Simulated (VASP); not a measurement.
# Hf2Cl (I4/mmm) in VASP: notebook

The runs below take Hf2Cl through single point, relaxation of cell and atoms, with PBE.

Everything below comes from runs of VASP 6.6.1. Logs are shortened: lines on timing, memory, paths and dates and some standing lists are left out, and cuts for length are marked.

### 1 The cell of the first run

Symmetry: I4/mmm, No. 139, tetragonal system. Conventional cell: a = 3.712 Å, b = 3.712 Å, c = 9.105 Å, α = 90.00°, β = 90.00°, γ = 90.00°. Within 4.0 Å of Hf (site symmetry 4mm) lie 9 Hf at 3.00 to 3.71 Å and 5 Cl at 3.02 to 3.05 Å. Within 4.0 Å of Cl (site symmetry 4/mmm) lie 10 Hf at 3.02 to 3.05 Å and 4 Cl at 3.71 Å.

### 2 Single point, PBE

Contents of INCAR:

```
SYSTEM = Hf2Cl
ALGO = Normal ; EDIFF = 1E-6
ENCUT = 520 ; GGA = PE
ISIF = 2 ; ISMEAR = 0
LASPH = .TRUE. ; LCHARG = .FALSE.
LREAL = .FALSE. ; LWAVE = .FALSE.
NBANDS = 20 ; NELM = 100
PREC = Accurate ; SIGMA = 0.1
```

Contents of KPOINTS:

```
k-points
0
G
  6 6 6
  0 0 0
```

Contents of POSCAR:

```
Hf2Cl
1.0
   -1.8558430668      1.8558430668      4.5526150231
    1.8558430668     -1.8558430668      4.5526150231
    1.8558430668      1.8558430668     -4.5526150231
Hf Cl
2 1
Direct
    0.6650000000      0.6650000000      0.0000000000
    0.3350000000      0.3350000000      0.0000000000
    0.0000000000      0.0000000000      0.0000000000
```

Potentials or basis: VASP PAW PBE potentials, release 64 (Hf_pv, Cl).

Launch:

```console
$ cat potpaw_PBE.64/Hf_pv/POTCAR potpaw_PBE.64/Cl/POTCAR > POTCAR
$ mpirun -np 1 vasp_std > vasp.out
```

OUTCAR:

```text
SYSTEM = Hf2Cl
   EDIFF = 1E-6
   ENCUT = 520
   GGA = PE
   ISIF = 2
   ISMEAR = 0
   LASPH = .TRUE.
   LREAL = .FALSE.
   NELM = 100
   PREC = Accurate

 ion  position               nearest neighbor table
   1  0.665  0.665  0.000-   2 3.00   3 3.02   3 3.02   3 3.02   3 3.02   2 3.05   2 3.05   2 3.05
                             2 3.05   3 3.05
   2  0.335  0.335  0.000-   1 3.00   3 3.02   3 3.02   3 3.02   3 3.02   1 3.05   1 3.05   1 3.05
                             1 3.05   3 3.05
   3  0.000  0.000  0.000-   1 3.02   1 3.02   1 3.02   2 3.02   1 3.02   2 3.02   2 3.02   2 3.02
                             1 3.05   2 3.05

  LATTYP: Found a body centered tetragonal cell.
 ALAT       =     3.7116861336
 C/A-ratio  =     2.4531249999

  Lattice vectors:

 A1 = (  -1.8558430668,   1.8558430668,   4.5526150231)
 A2 = (   1.8558430668,  -1.8558430668,   4.5526150231)
 A3 = (   1.8558430668,   1.8558430668,  -4.5526150231)

Analysis of symmetry for initial positions (statically):
=====================================================================
 Subroutine PRICEL returns:
 Original cell was already a primitive cell.

 Routine SETGRP: Setting up the symmetry group for a
 body centered tetragonal supercell.

 Subroutine GETGRP returns: Found 16 space group operations
 (whereof 16 operations were pure point group operations)
 out of a pool of 16 trial point group operations.

The static configuration has the point symmetry D_4h.

Analysis of symmetry for dynamics (positions and initial velocities):
=====================================================================
 Subroutine PRICEL returns:
 Original cell was already a primitive cell.

 Routine SETGRP: Setting up the symmetry group for a
 body centered tetragonal supercell.

 Subroutine GETGRP returns: Found 16 space group operations
 (whereof 16 operations were pure point group operations)
 out of a pool of 16 trial point group operations.

The dynamic configuration has the point symmetry D_4h.

 Subroutine INISYM returns: Found 16 space group operations
 (whereof 16 operations are pure point group operations),
 and found     1 'primitive' translations

----------------------------------------------------------------------------------------

                                     Primitive cell

  volume of cell :      62.7196

  direct lattice vectors                    reciprocal lattice vectors
    -1.855843067  1.855843067  4.552615023     0.000000000  0.269419332  0.109826989
     1.855843067 -1.855843067  4.552615023     0.269419332  0.000000000  0.109826989
     1.855843067  1.855843067 -4.552615023     0.269419332  0.269419332  0.000000000

  length of vectors
     5.254960564  5.254960564  5.254960564     0.290944572  0.290944572  0.381016474

  position of ions in fractional coordinates (direct lattice)
     0.665000000  0.665000000  0.000000000
     0.335000000  0.335000000  0.000000000
     0.000000000  0.000000000  0.000000000

  ion indices of the primitive-cell ions
   primitive index   ion index
                 1           1
                 2           2
                 3           3

----------------------------------------------------------------------------------------

 KPOINTS: k-points

Automatic generation of k-mesh.
 Grid dimensions read from file:
 generate k-points for:    6    6    6

 Generating k-lattice:

  Cartesian coordinates                     Fractional coordinates (reciprocal lattice)
     0.000000000  0.044903222  0.018304498     0.166666667  0.000000000  0.000000000
     0.044903222  0.000000000  0.018304498     0.000000000  0.166666667  0.000000000
     0.044903222  0.044903222  0.000000000     0.000000000  0.000000000  0.166666667

  Length of vectors
     0.048490762  0.048490762  0.063502746

  Shift w.r.t. Gamma in fractional coordinates (k-lattice)
     0.000000000  0.000000000  0.000000000

 Subroutine IBZKPT returns following result:
 ===========================================

 Found     30 irreducible k-points:

 Following reciprocal coordinates:
            Coordinates               Weight
  0.000000  0.000000  0.000000      1.000000
  0.166667 -0.000000  0.000000      8.000000
  0.333333  0.000000  0.000000      8.000000
  0.500000  0.000000  0.000000      4.000000
  0.166667  0.166667  0.000000      8.000000
  0.333333  0.166667  0.000000     16.000000
[... 16 lines left out ...]
 -0.333333 -0.333333  0.166667      8.000000
 -0.166667 -0.333333  0.166667      8.000000
 [... further k-points ...]
   k-points           NKPTS =     30   k-points in BZ     NKDIM =     30   number of bands    NBANDS=     20
   number of dos      NEDOS =    301   number of ions     NIONS =      3
   total plane-waves  NPLWV =  64000
   dimension x,y,z NGX =    40 NGY =   40 NGZ =   40
   dimension x,y,z NGXF=    80 NGYF=   80 NGZF=   80
   ions per type =               2   1
   NGX,Y,Z   is equivalent  to a cutoff of  12.65, 12.65, 12.65 a.u.
   NGXF,Y,Z  is equivalent  to a cutoff of  25.31, 25.31, 25.31 a.u.
 SYSTEM =  Hf2Cl
   PREC   = accura    normal or accurate (medium, high low for compatibility)
   ISTART =      0    job   : 0-new  1-cont  2-samecut
   ICHARG =      2    charge: 1-file 2-atom 10-const
   ISPIN  =      1    spin polarized calculation?
   LNONCOLLINEAR =      F non collinear calculations
   LSORBIT =      F    spin-orbit coupling
   LASPH  =      T    aspherical Exc in radial PAW
   ENCUT  =  520.0 eV  38.22 Ry    6.18 a.u.   9.77  9.77  9.77*2*pi/ulx,y,z
   NELM   =    100;   NELMIN=  2; NELMDL= -5     # of ELM steps
   EDIFF  = 0.1E-05   stopping-criterion for ELM
   LREAL  =      F    real-space projection
   EDIFFG = 0.1E-04   stopping-criterion for IOM
   NSW    =      0    number of steps for IOM
   IBRION =     -1    ionic relax: 0-MD 1-quasi-New 2-CG
   NFREE  =      0    steps in history (QN), initial steepest desc. (CG)
   ISIF   =      2    stress and relaxation
   ISYM   =      2    0-nonsym 1-usesym 2-fastsym
   POTIM  = 0.5000    time-step for ionic-motion
   TEBEG  =    0.0;   TEEND  =   0.0 temperature during run
   PSTRESS=    0.0 pullay stress
   NELECT =      27.0000    total number of electrons
   NUPDOWN=      -1.0000    fix difference up-down
   EMIN   =  10.00;   EMAX   =-10.00  energy-range for DOS
   EFERMI =   0.00;   METHOD = LEGACY
   ISMEAR =     0;   SIGMA  =   0.10  broadening in eV -4-tet -1-fermi 0-gaus
   EFERMI_NEDOS =   21; number of points for ismear=-14 and -15
   IALGO  =     38    algorithm
   IMIX   =      4    mixing-type and parameters
     AMIX     =   0.40;   BMIX     =  1.00
     AMIX_MAG =   1.60;   BMIX_MAG =  1.00
  volume/ion in A,a.u.               =      20.91       141.08
  Fermi-wavevector in a.u.,A,eV,Ry     =   1.236123  2.335933 20.789696  1.528000
  Thomas-Fermi vector in A             =   2.370744
   LORBIT       =      0    0 simple, 1 ext, 2 COOP (PROOUT), +10 PAW based schemes
   GGA     = PE    functional components
   LHFCALC =     F    Hartree Fock is set to
   AEXX    =    0.0000 exact exchange contribution
   IVDW    =     0    specifies the selected vdW correction
   LEPSILON=     F    determine dielectric tensor
   LRPA    =     F    only Hartree local field effects (RPA)
 non-spin polarized calculation
 Gauss-broadening in eV      SIGMA  =   0.10
  energy-cutoff  :      520.00
  volume of cell :       62.72
 maximum number of plane-waves:      1704
   NGX = 19   NGY = 19   NGZ = 19

 number of electron      27.0000001 magnetization

 Free energy of the ion-electron system (eV)
  ---------------------------------------------------
  ext. energy  EPLUGINS =         0.00000000
  ---------------------------------------------------
  free energy    TOTEN  =       -20.99743651 eV

  energy without entropy =      -20.97438439  energy(sigma->0) =      -20.98591045

 E-fermi :   5.9497     XC(G=0): -10.9938

 val. band max:        5.9480553879   @ k =   0.3333   0.0000   0.0000
 cond. band min:       5.9590723460   @ k =  -0.3333   0.3333   0.3333
 fundamental gap:      0.0110169581
 Fermi energy:         5.9496712322

 k-point     1 :       0.0000    0.0000    0.0000
  band No.  band energies     occupation
      1     -25.2028      2.00000
      2     -25.1491      2.00000
      3     -25.1491      2.00000
      4     -24.8338      2.00000
      5     -24.8338      2.00000
      6     -24.6511      2.00000
[... 12 lines left out ...]
     19       9.1042      0.00000
     20       9.1042      0.00000

 k-point     2 :       0.1667   -0.0000    0.0000
  band No.  band energies     occupation
      1     -25.2121      2.00000
      2     -25.1663      2.00000
      3     -25.1268      2.00000
      4     -24.8528      2.00000
      5     -24.8501      2.00000
      6     -24.6495      2.00000
[... 12 lines left out ...]
     19       8.7674      0.00000
     20       8.8320      0.00000

 k-point     3 :       0.3333    0.0000    0.0000
  band No.  band energies     occupation
      1     -25.2536      2.00000
      2     -25.1860      2.00000
      3     -25.0673      2.00000
      4     -24.9058      2.00000
      5     -24.8709      2.00000
      6     -24.6491      2.00000
[... 12 lines left out ...]
     19       8.5633      0.00000
     20       8.9902      0.00000

 k-point     4 :       0.5000    0.0000    0.0000
  band No.  band energies     occupation
      1     -25.2763      2.00000
      2     -25.1993      2.00000
      3     -25.0034      2.00000
      4     -24.9665      2.00000
      5     -24.8727      2.00000
      6     -24.6512      2.00000
[... 429 lines left out ...]
 k-point    23 :      -0.3333   -0.3333    0.1667
  band No.  band energies     occupation
      1     -25.2137      2.00000
      2     -25.1937      2.00000
      3     -25.0762      2.00000
      4     -24.8940      2.00000
      5     -24.8067      2.00000
      6     -24.7164      2.00000
[... 12 lines left out ...]
     19       9.5749      0.00000
     20       9.9483      0.00000

 k-point    24 :      -0.1667   -0.3333    0.1667
  band No.  band energies     occupation
      1     -25.2156      2.00000
      2     -25.1437      2.00000
      3     -25.1233      2.00000
      4     -24.8465      2.00000
      5     -24.8352      2.00000
      6     -24.6986      2.00000
[... 12 lines left out ...]
     19       9.4963      0.00000
     20       9.6947      0.00000

 [... further k-points ...]

------------------------ aborting loop because EDIFF is reached ----------------------------------------

  FORCE on cell =-STRESS in cart. coord.  units (eV):
  Direction    XX          YY          ZZ          XY          YZ          ZX
  --------------------------------------------------------------------------------------
  -------------------------------------------------------------------------------------
  Total       -1.6417769     -1.6417769      4.6117615      0.0000000      0.0000000      0.0000000
  in kB      -41.9393120    -41.9393120    117.8077901      0.0000000      0.0000000      0.0000000
  external PRESSURE =      11.3097221 kB  Pullay stress =       0.0000000 kB

 VOLUME and BASIS-vectors are now :
 -----------------------------------------------------------------------------
  energy-cutoff  :      520.00
  volume of cell :       62.72
      direct lattice vectors                 reciprocal lattice vectors
    -1.855843067  1.855843067  4.552615023     0.000000000  0.269419332  0.109826989
     1.855843067 -1.855843067  4.552615023     0.269419332  0.000000000  0.109826989
     1.855843067  1.855843067 -4.552615023     0.269419332  0.269419332  0.000000000

 POSITION                                       TOTAL-FORCE (eV/Angst)
 -----------------------------------------------------------------------------------
      0.00000      0.00000      6.05498        -0.000000     -0.000000     -0.470420
      0.00000      0.00000      3.05025         0.000000      0.000000      0.470420
      0.00000      0.00000      0.00000        -0.000000     -0.000000      0.000000
 -----------------------------------------------------------------------------------
    total drift:                               -0.000000     -0.000000      0.000000

  FREE ENERGIE OF THE ION-ELECTRON SYSTEM (eV)
  ---------------------------------------------------
  free  energy   TOTEN  =       -20.9974365137 eV

  energy  without entropy=      -20.9743843891  energy(sigma->0) =      -20.98591045
```

Run time: 69 s. Hardware: 1 thread of Intel Xeon 8259CL, shared host; peak memory 0.25 GiB.

What came out:

* Free energy: -20.9974 eV
* Pressure: 1.1 GPa
* Largest force: 0.470 eV/Å
* Band gap on the k mesh: zero (an odd number of electrons rules out a gap without spin polarisation)

Forces on the atoms (eV/Å):
```
Hf   0.000  0.000 -0.470
Hf   0.000  0.000  0.470
Cl   0.000  0.000  0.000
```

Levels at points of the mesh, in eV from the Fermi level:
```
           k point  band 9  band 10  band 11  band 12  band 13  band 14  band 15  band 16  band 17  band 18
(0.00, 0.00, 0.00)   -5.85    -5.85    -4.60    -1.89     0.25     0.37     0.75     1.76     1.76     2.32
(0.50, 0.00, 0.00)   -6.56    -5.77    -2.94    -1.27    -0.52     0.50     0.63     1.02     1.81     2.59
(0.50, 0.50, 0.00)   -7.11    -6.79    -2.15    -0.84    -0.54     1.03     1.20     1.71     3.29     3.36
(0.50, 0.50, 0.50)   -5.69    -5.69    -2.57    -1.81    -1.35     0.07     0.81     0.81     1.17     2.28
```

Caveat: the stress differs along the axes, from -4 to 12 GPa; spin-orbit coupling is left out, which moves the levels of the heavy elements; an odd number of electrons without spin polarisation forces a metal; a magnetic or distorted state may lie lower.

### 3 Single point, PBE

This run uses another cell than the first one, of 21.56 Å³/atom.

Contents of INCAR:

```
ALGO = Normal ; EDIFF = 1E-7
ENCUT = 520 ; GGA = PE
ISIF = 2 ; ISMEAR = 0
LASPH = T ; LCHARG = T
LELF = T ; LREAL = F
LVHAR = T ; LWAVE = F
NBANDS = 20 ; NELM = 80
PREC = Accurate ; SIGMA = 0.1
```

Contents of KPOINTS:

```
k-points
0
Gamma
  6 6 6
```

Contents of POSCAR:

```
Hf2Cl
1.0
   -1.5658192684      1.5658192684      6.5951365868
    1.5658192684     -1.5658192684      6.5951365868
    1.5658192684      1.5658192684     -6.5951365868
Hf Cl
2 1
Direct
    0.6731559824      0.6731559824      0.0000000000
    0.3268440176      0.3268440176      0.0000000000
    0.0000000000      0.0000000000      0.0000000000
```

Potentials or basis: VASP PAW PBE potentials, release 64 (Hf_pv, Cl).

Launch:

```console
$ cat potpaw_PBE.64/Hf_pv/POTCAR potpaw_PBE.64/Cl/POTCAR > POTCAR
$ mpirun -np 1 vasp_std > vasp.out
```

It took 4.6 min on 1 thread of Intel Xeon 8259CL, shared host; peak memory 0.39 GiB.

The run converged. Its results:

| Quantity | Value |
| --- | --- |
| Free energy | -22.5132 eV |
| Pressure | -0.6 GPa |
| Largest force | 0.065 eV/Å |
| Band gap on the k mesh | zero (an odd number of electrons rules out a gap without spin polarisation) |

Forces on the atoms (eV/Å):
```
Hf   0.000  0.000  0.065
Hf   0.000  0.000 -0.065
Cl   0.000  0.000  0.000
```

Stress tensor (GPa, compression positive):
```
-0.61  0.00  0.00
 0.00 -0.61  0.00
 0.00  0.00 -0.50
```

Levels at points of the mesh, in eV from the Fermi level:
| k point | band 12 | band 13 | band 14 | band 15 | band 16 | band 17 |
| --- | --- | --- | --- | --- | --- | --- |
| (0.00, 0.00, 0.00) | -2.70 | -2.41 | -0.31 | 1.12 | 1.47 | 1.47 |
| (0.50, 0.00, 0.00) | -2.83 | 0.00 | 0.08 | 0.48 | 1.06 | 1.26 |
| (0.50, 0.50, 0.00) | -1.87 | -1.79 | -1.31 | 0.57 | 0.74 | 2.73 |
| (0.50, 0.50, 0.50) | -3.80 | -2.46 | -0.17 | 0.53 | 1.76 | 1.76 |

Caveat: spin-orbit coupling is left out, which moves the levels of the heavy elements; an odd number of electrons without spin polarisation forces a metal; a magnetic or distorted state may lie lower.

[end of part 1 of 2]
